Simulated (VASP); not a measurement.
# Cu (Fmmm) in VASP: single point with PBE

Aim: the single point of Cu with PBE.

All numbers are computed with VASP 6.6.1; they aren't measurements. Logs are shortened: lines on timing, memory, paths and dates and some standing lists are left out, and cuts for length are marked.

### 1 The cell of the first run

The structure is orthorhombic, space group Fmmm (No. 69). Conventional cell: a = 2.589 Å, b = 4.237 Å, c = 9.168 Å, α = 90.00°, β = 90.00°, γ = 90.00°. Cu (site symmetry mm2) has 11 Cu at 2.43 to 3.02 Å within 3.2 Å.

### 2 Single point, PBE

The input, INCAR:

```
PREC = Accurate
ENCUT = 820
EDIFF = 1E-6
ISMEAR = 0
SIGMA = 0.1
LREAL = F
LASPH = T
NELM = 120
ALGO = Normal
ISIF = 2
LWAVE = F
LCHARG = F
GGA = PE
NBANDS = 26
GGA_COMPAT = F
```

The input, KPOINTS:

```
Automatic mesh
0
Gamma
  8 8 8
```

The input, POSCAR:

```
Cu
1.0
    0.0000000000      2.1184504630      4.5841524149
    1.2945355097      0.0000000000      4.5841524149
    1.2945355097      2.1184504630      0.0000000000
Cu
2
Direct
    0.1325515634      0.1325515634      0.8674484366
    0.8674484366      0.8674484366      0.1325515634
```

Potentials or basis: VASP PAW PBE potentials, release 64 (Cu_sv_GW).

On the command line:

```sh
cat potpaw_PBE.64/Cu_sv_GW/POTCAR > POTCAR
mpirun -np 1 vasp_std > vasp.out
```

OUTCAR:

```text
PREC = Accurate
   ENCUT = 820
   EDIFF = 1E-6
   ISMEAR = 0
   LREAL = F
   LASPH = T
   NELM = 120
   ISIF = 2
   GGA = PE

 ion  position               nearest neighbor table
   1  0.133  0.133  0.867-   2 2.43   2 2.51   2 2.51
   2  0.867  0.867  0.133-   1 2.43   1 2.51   1 2.51

  LATTYP: Found a face centered orthorhombic cell.
 ALAT       =     2.5890710194
 B/A-ratio  =     1.6364560471
 C/A-ratio  =     3.5411561757

  Lattice vectors:

 A1 = (   0.0000000000,   2.1184504630,   4.5841524149)
 A2 = (   1.2945355097,   0.0000000000,   4.5841524149)
 A3 = (   1.2945355097,   2.1184504630,   0.0000000000)

Analysis of symmetry for initial positions (statically):
=====================================================================
 Subroutine PRICEL returns:
 Original cell was already a primitive cell.

 Routine SETGRP: Setting up the symmetry group for a
 face centered orthorhombic supercell.

 Subroutine GETGRP returns: Found  8 space group operations
 (whereof  8 operations were pure point group operations)
 out of a pool of  8 trial point group operations.

The static configuration has the point symmetry D_2h.

Analysis of symmetry for dynamics (positions and initial velocities):
=====================================================================
 Subroutine PRICEL returns:
 Original cell was already a primitive cell.

 Routine SETGRP: Setting up the symmetry group for a
 face centered orthorhombic supercell.

 Subroutine GETGRP returns: Found  8 space group operations
 (whereof  8 operations were pure point group operations)
 out of a pool of  8 trial point group operations.

The dynamic configuration has the point symmetry D_2h.

 Subroutine INISYM returns: Found  8 space group operations
 (whereof  8 operations are pure point group operations),
 and found     1 'primitive' translations

----------------------------------------------------------------------------------------

                                     Primitive cell

  volume of cell :      25.1432

  direct lattice vectors                    reciprocal lattice vectors
     0.000000000  2.118450463  4.584152415    -0.386238922  0.236021568  0.109071417
     1.294535510  0.000000000  4.584152415     0.386238922 -0.236021568  0.109071417
     1.294535510  2.118450463  0.000000000     0.386238922  0.236021568 -0.109071417

  length of vectors
     5.049978785  4.763431069  2.482670850     0.465599892  0.465599892  0.465599892
[... 71 lines left out ...]
 SYSTEM =  unknown system
   PREC   = accura    normal or accurate (medium, high low for compatibility)
   ISTART =      0    job   : 0-new  1-cont  2-samecut
   ICHARG =      2    charge: 1-file 2-atom 10-const
   ISPIN  =      1    spin polarized calculation?
   LNONCOLLINEAR =      F non collinear calculations
   LSORBIT =      F    spin-orbit coupling
   LASPH  =      T    aspherical Exc in radial PAW
   ENCUT  =  820.0 eV  60.27 Ry    7.76 a.u.  11.79 11.12  5.80*2*pi/ulx,y,z
   NELM   =    120;   NELMIN=  2; NELMDL= -5     # of ELM steps
   EDIFF  = 0.1E-05   stopping-criterion for ELM
   LREAL  =      F    real-space projection
   EDIFFG = 0.1E-04   stopping-criterion for IOM
   NSW    =      0    number of steps for IOM
   IBRION =     -1    ionic relax: 0-MD 1-quasi-New 2-CG
   NFREE  =      0    steps in history (QN), initial steepest desc. (CG)
   ISIF   =      2    stress and relaxation
   ISYM   =      2    0-nonsym 1-usesym 2-fastsym
   POTIM  = 0.5000    time-step for ionic-motion
   TEBEG  =    0.0;   TEEND  =   0.0 temperature during run
   PSTRESS=    0.0 pullay stress
   NELECT =      38.0000    total number of electrons
   NUPDOWN=      -1.0000    fix difference up-down
   EMIN   =  10.00;   EMAX   =-10.00  energy-range for DOS
   EFERMI =   0.00;   METHOD = LEGACY
   ISMEAR =     0;   SIGMA  =   0.10  broadening in eV -4-tet -1-fermi 0-gaus
   EFERMI_NEDOS =   21; number of points for ismear=-14 and -15
   IALGO  =     38    algorithm
   IMIX   =      4    mixing-type and parameters
     AMIX     =   0.40;   BMIX     =  1.00
     AMIX_MAG =   1.60;   BMIX_MAG =  1.00
  volume/ion in A,a.u.               =      12.57        84.84
  Fermi-wavevector in a.u.,A,eV,Ry     =   1.878721  3.550268 48.023015  3.529592
  Thomas-Fermi vector in A             =   2.922705
   LORBIT       =      0    0 simple, 1 ext, 2 COOP (PROOUT), +10 PAW based schemes
   GGA     = PE    functional components
   LHFCALC =     F    Hartree Fock is set to
   AEXX    =    0.0000 exact exchange contribution
   IVDW    =     0    specifies the selected vdW correction
   LEPSILON=     F    determine dielectric tensor
   LRPA    =     F    only Hartree local field effects (RPA)
 non-spin polarized calculation
 Gauss-broadening in eV      SIGMA  =   0.10
  energy-cutoff  :      820.00
  volume of cell :       25.14
 maximum number of plane-waves:      1370
   NGX = 23   NGY = 23   NGZ = 11

 number of electron      38.0000004 magnetization

 Free energy of the ion-electron system (eV)
  ---------------------------------------------------
  ext. energy  EPLUGINS =         0.00000000
  ---------------------------------------------------
  free energy    TOTEN  =        -7.24142205 eV

  energy without entropy =       -7.23739124  energy(sigma->0) =       -7.23940664

 E-fermi :   6.8456     XC(G=0): -12.9311

 val. band max:        6.8144612306   @ k =  -0.3750   0.1250  -0.0000
 cond. band min:       6.9094421595   @ k =   0.3750  -0.1250   0.2500
 fundamental gap:      0.0949809289
 Fermi energy:         6.8456408710

 k-point     1 :       0.0000    0.0000    0.0000
  band No.  band energies     occupation
      1    -105.6632      2.00000
      2    -105.6524      2.00000
      3     -63.0543      2.00000
      4     -63.0027      2.00000
      5     -62.9963      2.00000
      6     -62.9948      2.00000
[... 685 lines left out ...]
     25      25.4357      0.00000
     26      27.7358      0.00000

 [... further k-points ...]
[... 5 lines left out ...]
  --------------------------------------------------------------------------------------
  -------------------------------------------------------------------------------------
  Total       -0.2702969     -0.2873884     -0.3169584      0.0000000      0.0000000      0.0000000
  in kB      -17.2238525    -18.3129580    -20.1972144      0.0000000      0.0000000      0.0000000
  external PRESSURE =     -18.5780083 kB  Pullay stress =       0.0000000 kB

 VOLUME and BASIS-vectors are now :
 -----------------------------------------------------------------------------
  energy-cutoff  :      820.00
  volume of cell :       25.14
      direct lattice vectors                 reciprocal lattice vectors
     0.000000000  2.118450463  4.584152415    -0.386238922  0.236021568  0.109071417
     1.294535510  0.000000000  4.584152415     0.386238922 -0.236021568  0.109071417
     1.294535510  2.118450463  0.000000000     0.386238922  0.236021568 -0.109071417

 POSITION                                       TOTAL-FORCE (eV/Angst)
 -----------------------------------------------------------------------------------
      1.29454      2.11845      1.21527         0.000000      0.000000     -0.003889
      1.29454      2.11845      7.95303         0.000000      0.000000      0.003889
 -----------------------------------------------------------------------------------
    total drift:                               -0.000000     -0.000000     -0.000000

  FREE ENERGIE OF THE ION-ELECTRON SYSTEM (eV)
  ---------------------------------------------------
  free  energy   TOTEN  =        -7.2414220452 eV

  energy  without entropy=       -7.2373912436  energy(sigma->0) =       -7.23940664
```

OSZICAR:

```text
N       E                     dE             d eps       ncg     rms          rms(c)
DAV:   1     0.860851654927E+03    0.86085E+03   -0.31827E+04  7276   0.661E+03
DAV:   2     0.758708209701E+02   -0.78498E+03   -0.75715E+03  7824   0.140E+03
DAV:   3    -0.544030740883E+01   -0.81311E+02   -0.79135E+02  9084   0.576E+02
DAV:   4    -0.868641578148E+01   -0.32461E+01   -0.32355E+01  8646   0.114E+02
DAV:   5    -0.881904930188E+01   -0.13263E+00   -0.13261E+00  8632   0.175E+01    0.112E+01
DAV:   6    -0.841085680904E+01    0.40819E+00   -0.16025E+01  7210   0.235E+02    0.790E+00
DAV:   7    -0.726404178710E+01    0.11468E+01   -0.50380E+00  7224   0.132E+02    0.219E+00
DAV:   8    -0.724313166363E+01    0.20910E-01   -0.90403E-02  9160   0.761E+00    0.433E-01
DAV:   9    -0.724175338255E+01    0.13783E-02   -0.13523E-02  8472   0.635E+00    0.162E-01
DAV:  10    -0.724147392633E+01    0.27946E-03   -0.53791E-04  9798   0.125E+00    0.613E-02
DAV:  11    -0.724142474841E+01    0.49178E-04   -0.92984E-05  9240   0.452E-01    0.111E-02
DAV:  12    -0.724142161152E+01    0.31369E-05   -0.21800E-06  3854   0.982E-02    0.113E-03
DAV:  13    -0.724142204520E+01   -0.43368E-06   -0.26417E-06  5300   0.217E-02
   1 F= -.72414220E+01 E0= -.72394066E+01  d E =-.403080E-02
```

It took 3.4 min on 1 thread of Intel Xeon Platinum 8259CL at 2.50GHz (Skylake/Cascade Lake), shared host; peak memory 0.3 GiB.

Results:

* Free energy: -7.2414 eV
* Pressure: -1.9 GPa
* Largest force: 0.004 eV/Å
* Band gap on the k mesh: zero (bands 19 and 20 overlap by 5.80 eV)

Forces in eV/Å, atoms in the order of the input:
```
Cu   0.000  0.000 -0.004
Cu   0.000  0.000  0.004
```

Stress tensor (GPa, compression positive):
```
-1.72  0.00  0.00
 0.00 -1.83  0.00
 0.00  0.00 -2.02
```

Caveat: the k points lie up to 0.37 Å⁻¹ apart, too coarse for converged energies and pressures of a metal.

The gap in the log of VASP goes by the Fermi energy; the results here count the filled bands.